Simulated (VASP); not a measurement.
Crystal: SiO2.

```
Si O
1.0
     4.23317    0.00000    0.00000
     0.00000    4.23317    0.00000
     0.00000    0.00000    2.69349
Si O
2 4
Direct
  0.00000 0.00000 0.00000
  0.50000 0.50000 0.50000
  0.80684 0.19316 0.50000
  0.30684 0.30684 0.00000
  0.19316 0.80684 0.50000
  0.69316 0.69316 0.00000
```

Base run:

| Property | Result |
| --- | --- |
| Program | VASP 6.6.1 |
| Functional | HSE06 |
| Potentials or basis | VASP PAW PBE potentials, release 64 (Si, O) |
| Cutoff | 520 eV |
| k mesh | 4 × 4 × 6 |
| Occupations | fermi-dirac, width 0.05 eV |
| Spin | no spin polarisation |

Its results: band gap on the k mesh 7.08 eV; pressure -11.5 GPa; largest force 0.149 eV/Å.

Q: The run is repeated on the same cell with these changes: functional from HSE06 to PBE0. What comes out?

A: Band gap on the k mesh 7.86 eV; pressure -11.5 GPa; largest force 0.149 eV/Å.

Caveats: the cell stands under tension; the PAW data sets were made with another functional, which shifts forces and pressure a little.

